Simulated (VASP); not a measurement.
Here is a VASP 6.6.1 calculation.

The input INCAR:

```
ALGO = Normal
DIPOL = 0.5 0.5 0.500
EDIFF = 1E-6
EFIELD = -0.1
ENCUT = 520
GGA = PS
IDIPOL = 3
ISIF = 2
ISMEAR = 0
LASPH = True
LCHARG = False
LDIPOL = True
LREAL = False
LWAVE = False
NBANDS = 35
NELM = 60
PREC = Accurate
SIGMA = 0.1
```

Contents of KPOINTS:

```
k-points
0
Gamma
  12 12 1
```

POSCAR

```
Co2PtO4
1.0
    2.8101831225      0.0000000000      0.0000000000
   -1.4050915613      2.4336899734      0.0000000000
    0.0000000000      0.0000000000     22.8253249521
O Co Pt
4 2 1
Direct
    0.0000000000      0.0000000000      0.3285823977
    0.6666666667      0.3333333333      0.4129821504
    0.6666666667      0.3333333333      0.5870178496
    0.3333333333      0.6666666667      0.6714176023
    0.3333333333      0.6666666667      0.3707822740
    0.0000000000      0.0000000000      0.6292177260
    0.6666666667      0.3333333333      0.5000000000
```

Potentials or basis: VASP PAW PBE potentials, release 64 (O, Co, Pt).

Launch:

```bash
$ cat potpaw_PBE.64/O/POTCAR potpaw_PBE.64/Co/POTCAR potpaw_PBE.64/Pt/POTCAR > POTCAR
$ mpirun -np 1 vasp_std > vasp.out
```

(1) Predict the largest force.

(2) Predict the band gap on the k mesh.

## Answers

(1) 1.644 eV/Å.

(2) zero (band 26 reaches -1.35 eV, above the bottom of band 27 at -1.49 eV).

Caveat: the PAW data sets were made with another functional, which shifts forces and pressure a little; spin-orbit coupling is left out, which moves the levels of the heavy elements; the run has no spin polarisation, though such a crystal can be magnetic; semilocal functionals often make such compounds metallic where correlation or magnetic order opens a gap, which also shifts bond lengths.
